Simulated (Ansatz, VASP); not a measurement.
# Y3Zr2F: VASP beside Ansatz

```
CELL_PARAMETERS angstrom
-2.68518 2.68518 4.90191
2.68518 -2.68518 4.90191
2.68518 2.68518 -4.90191
ATOMIC_POSITIONS crystal
Y 0.67825 0.67825 0.00000
Y 0.32175 0.32175 0.00000
Y 0.00000 0.00000 0.00000
Zr 0.75000 0.25000 0.50000
Zr 0.25000 0.75000 0.50000
F 0.50000 0.50000 0.00000
```

Alike in both runs: task relaxation of cell and atoms; functional PBE; k mesh 4 × 4 × 4; occupations gaussian, width 0.1 eV; no spin polarisation.

|  | VASP | Ansatz |
| --- | --- | --- |
| version | VASP 6.6.1 | Ansatz 0.2.0 |
| potentials or method | VASP PAW PBE potentials, release 64 (Y_sv, Zr_sv, F), cutoff 600 eV | scalar-relativistic, plane waves, PAW |
| valence electrons in the cell | 64 | 64 |

```csv
,VASP,Ansatz,Ansatz less VASP
"gap on the k mesh at the Fermi level, each at its own relaxed structure (eV)",none,none,-
relaxed volume (Å³/atom),31.12,31.21,+0.089
relaxed cell length with the largest relative difference (Å),6.896,6.904,+0.0072
```

A gap of «none» marks a metal or a gap that the smearing closes.

The k mesh is coarse, so the values compare programs but aren't converged. Noted on VASP's run: the volume moved by over 15 % at a fixed basis, so the end points are rough.
